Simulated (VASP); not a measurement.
Here is a VASP 6.6.1 calculation.

The input INCAR:

```
ALGO = Normal ; EDIFF = 1E-6
ENCUT = 520 ; GGA = RE
ISIF = 2 ; ISMEAR = -1
LASPH = T ; LCHARG = F
LREAL = F ; LWAVE = F
NBANDS = 12 ; NELM = 60
PREC = Accurate ; SIGMA = 0.05
```

Contents of KPOINTS:

```
k-points
0
Gamma
  12 12 12
```

The input POSCAR:

```
Tc
1.0
    0.0000000000      1.9417125395      1.9417125395
    1.9417125395      0.0000000000      1.9417125395
    1.9417125395      1.9417125395      0.0000000000
Tc
1
Direct
    0.0000000000      0.0000000000      0.0000000000
```

Potentials or basis: VASP PAW PBE potentials, release 64 (Tc_pv).

Command:

```console
$ cat potpaw_PBE.64/Tc_pv/POTCAR > POTCAR
$ mpirun -np 1 vasp_std > vasp.out
```

Question: Estimate the pressure.

Answer: -0.6 GPa.

Caveat: the PAW data sets were made with another functional, which shifts forces and pressure a little.
